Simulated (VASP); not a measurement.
# Al in VASP: relaxation of the atoms with LDA

Aim: the relaxation of the atoms of Al with LDA.

Everything below comes from runs of VASP 6.6.1. Logs are shortened: lines on timing, memory, paths and dates and some standing lists are left out, and cuts for length are marked.

## 1. The cell of the first run

The cell holds a slab with vacuum, 5 atoms: a = 2.817 Å, b = 2.817 Å, c = 25.200 Å, α = 90.00°, β = 90.00°, γ = 120.00°.

## 2. Relaxation of the atoms, LDA

INCAR

```
SYSTEM = Al
  PREC = Accurate
  ENCUT = 520
  EDIFF = 1E-7
  ISMEAR = -1
  SIGMA = 0.05
  LREAL = .FALSE.
  LASPH = .TRUE.
  NELM = 80
  ALGO = Normal
  ISIF = 2
  LWAVE = .FALSE.
  LCHARG = .FALSE.
  LDIPOL = .TRUE.
  IDIPOL = 3
  DIPOL = 0.5 0.5 0.500
  GGA = CA
  IBRION = 2
  NSW = 32
  EDIFFG = -0.01
```

KPOINTS

```
regular mesh
0
G
  13 13 1
  0 0 0
```

POSCAR

```
Al
1.0
    2.8168008949      0.0000000000      0.0000000000
   -1.4084004474      2.4394211324      0.0000000000
    0.0000000000      0.0000000000     25.1996000000
Al
5
Direct
    0.8333333333      0.1666666667      0.3149920906
    0.1666666667      0.8333333333      0.4080683962
    0.5000000000      0.5000000000      0.5000000060
    0.8333333333      0.1666666667      0.5919315975
    0.1666666667      0.8333333333      0.6850079097
```

Potentials or basis: VASP PAW LDA potentials, release 64 (Al).

Run with:

```bash
> cat potpaw_LDA.64/Al/POTCAR > POTCAR
> mpirun -np 1 vasp_std > vasp.out
```

OUTCAR:

```text
SYSTEM = Al
   PREC = Accurate
   ENCUT = 520
   EDIFF = 1E-7
   ISMEAR = -1
   LREAL = .FALSE.
   LASPH = .TRUE.
   NELM = 80
   ISIF = 2
   GGA = CA
   IBRION = 2
   NSW = 32
   EDIFFG = -0.01

 ion  position               nearest neighbor table
   1  0.833  0.167  0.315-   2 2.85   2 2.85   2 2.85
   2  0.167  0.833  0.408-   3 2.83   3 2.83   3 2.83   1 2.85   1 2.85   1 2.85
   3  0.500  0.500  0.500-   4 2.83   4 2.83   4 2.83   2 2.83   2 2.83   2 2.83
   4  0.833  0.167  0.592-   3 2.83   3 2.83   3 2.83   5 2.85   5 2.85   5 2.85
   5  0.167  0.833  0.685-   4 2.85   4 2.85   4 2.85

  LATTYP: Found a hexagonal cell.
 ALAT       =     2.8168008949
 C/A-ratio  =     8.9461772203

  Lattice vectors:

 A1 = (   2.8168008949,   0.0000000000,   0.0000000000)
 A2 = (  -1.4084004474,   2.4394211324,   0.0000000000)
 A3 = (   0.0000000000,   0.0000000000,  25.1996000000)

Analysis of symmetry for initial positions (statically):
=====================================================================
 Subroutine PRICEL returns:
 Original cell was already a primitive cell.

 Routine SETGRP: Setting up the symmetry group for a
 hexagonal supercell.

 Subroutine GETGRP returns: Found 12 space group operations
 (whereof  4 operations were pure point group operations)
 out of a pool of 24 trial point group operations.

The static configuration has the point symmetry C_2h.
 The point group associated with its full space group is D_3d.

Analysis of symmetry for dynamics (positions and initial velocities):
=====================================================================
 Subroutine PRICEL returns:
 Original cell was already a primitive cell.

 Routine SETGRP: Setting up the symmetry group for a
 hexagonal supercell.

 Subroutine GETGRP returns: Found 12 space group operations
 (whereof  4 operations were pure point group operations)
 out of a pool of 24 trial point group operations.

The dynamic configuration has the point symmetry C_2h.
 The point group associated with its full space group is D_3d.

 Subroutine INISYM returns: Found 12 space group operations
 (whereof  4 operations are pure point group operations),
 and found     1 'primitive' translations

----------------------------------------------------------------------------------------

                                     Primitive cell

  volume of cell :     173.1556

  direct lattice vectors                    reciprocal lattice vectors
     2.816800895  0.000000000  0.000000000     0.355012668  0.204966659  0.000000000
    -1.408400447  2.439421132  0.000000000     0.000000000  0.409933318  0.000000000
     0.000000000  0.000000000 25.199600000     0.000000000  0.000000000  0.039683170

  length of vectors
     2.816800895  2.816800895 25.199600000     0.409933318  0.409933318  0.039683170

  position of ions in fractional coordinates (direct lattice)
     0.833333333  0.166666667  0.314992091
     0.166666667  0.833333333  0.408068396
     0.500000000  0.500000000  0.500000006
     0.833333333  0.166666667  0.591931598
     0.166666667  0.833333333  0.685007910

  ion indices of the primitive-cell ions
   primitive index   ion index
                 1           1
                 2           2
                 3           3
                 4           4
                 5           5

----------------------------------------------------------------------------------------

 KPOINTS: regular mesh

Automatic generation of k-mesh.
 Grid dimensions read from file:
 generate k-points for:   13   13    1

 Generating k-lattice:

  Cartesian coordinates                     Fractional coordinates (reciprocal lattice)
     0.027308667  0.015766666  0.000000000     0.076923077  0.000000000  0.000000000
     0.000000000  0.031533332  0.000000000     0.000000000  0.076923077  0.000000000
     0.000000000  0.000000000  0.039683170     0.000000000  0.000000000  1.000000000

  Length of vectors
     0.031533332  0.031533332  0.039683170

  Shift w.r.t. Gamma in fractional coordinates (k-lattice)
     0.000000000  0.000000000  0.000000000

 Subroutine IBZKPT returns following result:
 ===========================================

 Found     21 irreducible k-points:

 Following reciprocal coordinates:
            Coordinates               Weight
  0.000000  0.000000  0.000000      1.000000
  0.076923  0.000000  0.000000      6.000000
  0.153846  0.000000  0.000000      6.000000
  0.230769  0.000000  0.000000      6.000000
  0.307692  0.000000  0.000000      6.000000
  0.384615  0.000000  0.000000      6.000000
[... 13 lines left out ...]
  0.384615  0.230769  0.000000      6.000000
  0.307692  0.307692  0.000000      6.000000
   k-points           NKPTS =     21   k-points in BZ     NKDIM =     21   number of bands    NBANDS=     11
   number of dos      NEDOS =    301   number of ions     NIONS =      5
   total plane-waves  NPLWV = 110592
   dimension x,y,z NGX =    24 NGY =   24 NGZ =  192
   dimension x,y,z NGXF=    48 NGYF=   48 NGZF=  384
   ions per type =               5
   NGX,Y,Z   is equivalent  to a cutoff of  14.16, 14.16, 12.67 a.u.
   NGXF,Y,Z  is equivalent  to a cutoff of  28.33, 28.33, 25.33 a.u.
 SYSTEM =  Al
   PREC   = accura    normal or accurate (medium, high low for compatibility)
   ISTART =      0    job   : 0-new  1-cont  2-samecut
   ICHARG =      2    charge: 1-file 2-atom 10-const
   ISPIN  =      1    spin polarized calculation?
   LNONCOLLINEAR =      F non collinear calculations
   LSORBIT =      F    spin-orbit coupling
   LASPH  =      T    aspherical Exc in radial PAW
   ENCUT  =  520.0 eV  38.22 Ry    6.18 a.u.   5.24  5.24 46.85*2*pi/ulx,y,z
   NELM   =     80;   NELMIN=  2; NELMDL= -5     # of ELM steps
   EDIFF  = 0.1E-06   stopping-criterion for ELM
   LREAL  =      F    real-space projection
   EDIFFG = -.1E-01   stopping-criterion for IOM
   NSW    =     32    number of steps for IOM
   IBRION =      2    ionic relax: 0-MD 1-quasi-New 2-CG
   NFREE  =      1    steps in history (QN), initial steepest desc. (CG)
   ISIF   =      2    stress and relaxation
   ISYM   =      2    0-nonsym 1-usesym 2-fastsym
   POTIM  = 0.5000    time-step for ionic-motion
   TEBEG  =    0.0;   TEEND  =   0.0 temperature during run
   PSTRESS=    0.0 pullay stress
   NELECT =      15.0000    total number of electrons
   NUPDOWN=      -1.0000    fix difference up-down
   EMIN   =  10.00;   EMAX   =-10.00  energy-range for DOS
   EFERMI =   0.00;   METHOD = LEGACY
   ISMEAR =    -1;   SIGMA  =   0.05  broadening in eV -4-tet -1-fermi 0-gaus
   EFERMI_NEDOS =   21; number of points for ismear=-14 and -15
   IALGO  =     38    algorithm
   IMIX   =      4    mixing-type and parameters
     AMIX     =   0.40;   BMIX     =  1.00
     AMIX_MAG =   1.60;   BMIX_MAG =  1.00
  volume/ion in A,a.u.               =      34.63       233.70
  Fermi-wavevector in a.u.,A,eV,Ry     =   0.724369  1.368859  7.139115  0.524710
  Thomas-Fermi vector in A             =   1.814821
   LORBIT       =      0    0 simple, 1 ext, 2 COOP (PROOUT), +10 PAW based schemes
   GGA     = CA    functional components
   LHFCALC =     F    Hartree Fock is set to
   AEXX    =    0.0000 exact exchange contribution
   IVDW    =     0    specifies the selected vdW correction
   LEPSILON=     F    determine dielectric tensor
   LRPA    =     F    only Hartree local field effects (RPA)
 conjugate gradient relaxation of ions
 non-spin polarized calculation
  energy-cutoff  :      520.00
  volume of cell :      173.16
 maximum number of plane-waves:      4689
 NGX is ok and might be reduce to    24
   NGX = 11   NGY = 11   NGZ = 93

 number of electron      15.0000000 magnetization

 dipolmoment           0.000000      0.000000      0.000000 electrons x Angstroem

 Free energy of the ion-electron system (eV)
  ---------------------------------------------------
  ext. energy  EPLUGINS =         0.00000000
  ---------------------------------------------------
  free energy    TOTEN  =       -20.10968454 eV

  energy without entropy =      -20.09242757  energy(sigma->0) =      -20.10105606

 E-fermi :   1.5047     XC(G=0):  -5.6007

 val. band max:        1.4774720613   @ k =   0.3846   0.2308   0.0000
 cond. band min:       1.5373454429   @ k =   0.2308   0.2308   0.0000
 fundamental gap:      0.0598733816
 Fermi energy:         1.5047457255

 k-point     1 :       0.0000    0.0000    0.0000
  band No.  band energies     occupation
      1      -9.5568      2.00000
      2      -8.8388      2.00000
      3      -7.7147      2.00000
      4      -6.2146      2.00000
      5      -4.2901      2.00000
      6      -2.2094      2.00000
      7       0.2074      2.00000
      8       2.5578      0.00000
      9       4.4618      0.00000
     10       5.5738      0.00000
     11       5.8943      0.00000

 k-point     2 :       0.0769    0.0000    0.0000
  band No.  band energies     occupation
      1      -9.4102      2.00000
      2      -8.6928      2.00000
      3      -7.5697      2.00000
      4      -6.0706      2.00000
      5      -4.1462      2.00000
      6      -2.0721      2.00000
      7       0.3444      2.00000
      8       2.6930      0.00000
      9       4.5996      0.00000
     10       5.7158      0.00000
     11       6.0386      0.00000
[... 253 lines left out ...]
 k-point    21 :       0.3077    0.3077    0.0000
  band No.  band energies     occupation
      1      -2.7035      2.00000
      2      -2.0268      2.00000
      3      -1.0389      2.00000
      4      -0.9379      2.00000
      5      -0.8561      2.00000
      6      -0.3389      2.00000
      7      -0.2233      2.00000
      8       0.2292      2.00000
      9       0.9040      1.99999
     10       0.9890      1.99993
     11       2.3890      0.00000

------------------------ aborting loop because EDIFF is reached ----------------------------------------

 vacuum level on the upper side and lower side of the slab       (xc-potential included)        -0.084        -0.084

  FORCE on cell =-STRESS in cart. coord.  units (eV):
  Direction    XX          YY          ZZ          XY          YZ          ZX
  --------------------------------------------------------------------------------------
  -------------------------------------------------------------------------------------
  Total       -1.6666656     -1.6666656     -0.0261680     -0.0000000      0.0000000     -0.0000000
  in kB      -15.4213528    -15.4213528     -0.2421273     -0.0000000      0.0000000     -0.0000000
  external PRESSURE =     -10.3616110 kB  Pullay stress =       0.0000000 kB

 VOLUME and BASIS-vectors are now :
 -----------------------------------------------------------------------------
  energy-cutoff  :      520.00
  volume of cell :      173.16
      direct lattice vectors                 reciprocal lattice vectors
     2.816800895  0.000000000  0.000000000     0.355012668  0.204966659  0.000000000
    -1.408400447  2.439421132  0.000000000     0.000000000  0.409933318  0.000000000
     0.000000000  0.000000000 25.199600000     0.000000000  0.000000000  0.039683170

 POSITION                                       TOTAL-FORCE (eV/Angst)
 -----------------------------------------------------------------------------------
      2.11260      0.40657      7.93767        -0.000000     -0.000000      0.002359
     -0.70420      2.03285     10.28316         0.000000     -0.000000      0.000285
      0.70420      1.21971     12.59980         0.000000     -0.000000      0.000000
      2.11260      0.40657     14.91644         0.000000      0.000000     -0.000285
     -0.70420      2.03285     17.26193        -0.000000      0.000000     -0.002359
 -----------------------------------------------------------------------------------
    total drift:                               -0.000000      0.000000      0.000001

  FREE ENERGIE OF THE ION-ELECTRON SYSTEM (eV)
  ---------------------------------------------------
  free  energy   TOTEN  =       -20.1096845448 eV

  energy  without entropy=      -20.0924275699  energy(sigma->0) =      -20.10105606

 reached required accuracy - stopping structural energy minimisation

 vacuum level on the upper side and lower side of the slab         5.690         5.690
```

Wall time 1.9 min (1 thread of Oxide Virtual Turin-like, shared host); peak memory 0.21 GiB.

What came out:

| Item | Value |
| --- | --- |
| Free energy | -20.1097 eV |
| Band gap on the k mesh | zero (an odd number of electrons rules out a gap without spin polarisation) |

Forces in eV/Å, atoms in the order of the input:
```
Al   0.000  0.000  0.002
Al   0.000  0.000  0.000
Al   0.000  0.000  0.000
Al   0.000  0.000  0.000
Al   0.000  0.000 -0.002
```

Final structure:
```
Al
1.0
     2.81680    0.00000    0.00000
    -1.40840    2.43942    0.00000
     0.00000    0.00000   25.19960
Al
5
Direct
  0.83333 0.16667 0.31499
  0.16667 0.83333 0.40807
  0.50000 0.50000 0.50000
  0.83333 0.16667 0.59193
  0.16667 0.83333 0.68501
```

Levels at points of the mesh, in eV from the Fermi level:
```csv
k point,band 3,band 4,band 5,band 6,band 7,band 8,band 9,band 10,band 11
"(0.00, 0.00, 0.00)",-9.22,-7.72,-5.79,-3.71,-1.30,1.05,2.96,4.07,4.39
```

Caveat: the relaxation stopped at its first step, so nothing moved.

The gap in the log of VASP goes by the Fermi energy; the results here count the filled bands.